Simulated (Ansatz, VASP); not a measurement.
Two plane-wave programs on NiO

The input INCAR:

```
PREC     = Accurate       # precision mode
ENCUT    = 520            # plane-wave cutoff, eV
EDIFF    = 1E-6           # SCF threshold, eV
ISMEAR   = 0              # smearing method
SIGMA    = 0.05           # smearing width, eV
LREAL    = F              # projectors in reciprocal space
LASPH    = T              # aspherical terms in the spheres
NELM     = 150            # most SCF steps
ALGO     = Normal         # electronic algorithm
ISIF     = 2              # what is computed and relaxed
LWAVE    = F              # write WAVECAR
LCHARG   = F              # write CHGCAR
ISPIN    = 2              # spin polarisation
MAGMOM   = 2 -2 0 0       # initial moments
LORBIT   = 11             # projections on sites
LMAXMIX  = 4              # l up to which the mixer works
LDAU     = T              # DFT+U
LDAUTYPE = 2            
LDAUL    = 2 -1           # shell
LDAUU    = 6.2 0          # U, eV
LDAUJ    = 0 0          
LDAUPRINT= 1            
GGA      = PE             # functional
NBANDS   = 28             # bands
```

File KPOINTS:

```
regular mesh
0
Gamma
  5 5 3
```

Contents of POSCAR:

```
NiO
1.0
    0.0000000000      2.1337897282     -2.1337897282
    0.0000000000      2.1337897282      2.1337897282
    4.2675794564      0.0000000000      0.0000000000
Ni O
2 2
Direct
    0.0000000000      0.0000000000      0.0000000000
    0.5000000000      0.5000000000      0.5000000000
    0.0000000000      1.0000000000      0.5000000000
    0.5000000000      1.5000000000      1.0000000000
```

Input for Ansatz:

```yaml
crystal:
  lattice:
    - [0.0, 2.1337897282, -2.1337897282]
    - [0.0, 2.1337897282, 2.1337897282]
    - [4.2675794564, 0.0, 0.0]
  atoms:
    - { symbol: Ni, position: [0.0, 0.0, 0.0], spin: 2.0 }
    - { symbol: O, position: [0.0, 1.0, 0.5] }
    - { symbol: Ni, position: [0.5, 0.5, 0.5], spin: -2.0 }
    - { symbol: O, position: [0.5, 1.5, 1.0] }
basis:
  ecutwfc: 420
  ecutrho_ratio: 4
kpoints:
  mp_grid: { grid: [5, 5, 3] }
hamiltonian:
  xc: pbe
  hubbard: { sites: [{ species: Ni, l: d, u_eff: 6.2 }] }
scf:
  occupations: { method: gaussian, width: 0.05 }
output:
  forces: true
  stress: true
  eigenvalues: true
  populations: true
  hubbard: { sites: [{ species: Ni, l: d }] }
magnetization:
  spin_polarized: true
```

Alike in both runs: task single point; functional PBE; k mesh 5 × 5 × 3; occupations gaussian, width 0.05 eV; collinear spin; Hubbard terms Ni d U = 6.2 eV.

|  | VASP | Ansatz |
| --- | --- | --- |
| version | VASP 6.6.1 | Ansatz 0.2.0 |
| potentials or method | VASP PAW PBE potentials, release 64 (Ni, O), cutoff 520 eV | scalar-relativistic, plane waves, PAW |
| valence electrons in the cell | 32 | 48 |

|  | VASP | Ansatz | Ansatz less VASP |
| --- | --- | --- | --- |
| gap on the k mesh at the Fermi level (eV) | 2.62 | 2.23 | -0.390 |
| least direct gap on the mesh (eV) | 3.41 | 3.15 | -0.262 |
| pressure (GPa) | -8.0 | 0.2 | +8.21 |
| net moment per atom (μB) | 0.00 | 0.00 | 0.000 |
| size of the moment on the site where the two differ most (μB) | 1.84 | 1.74 | -0.096 |

Site moments also hang on the region over which each program counts them. The programs project onto different local orbitals, so the same U acts differently, and such runs can settle in different states. VASP's potentials hold 32 valence electrons a cell and Ansatz's 48, so a difference there can come from the potentials and not from the codes.

The k mesh is coarse, so the values compare programs but aren't converged.
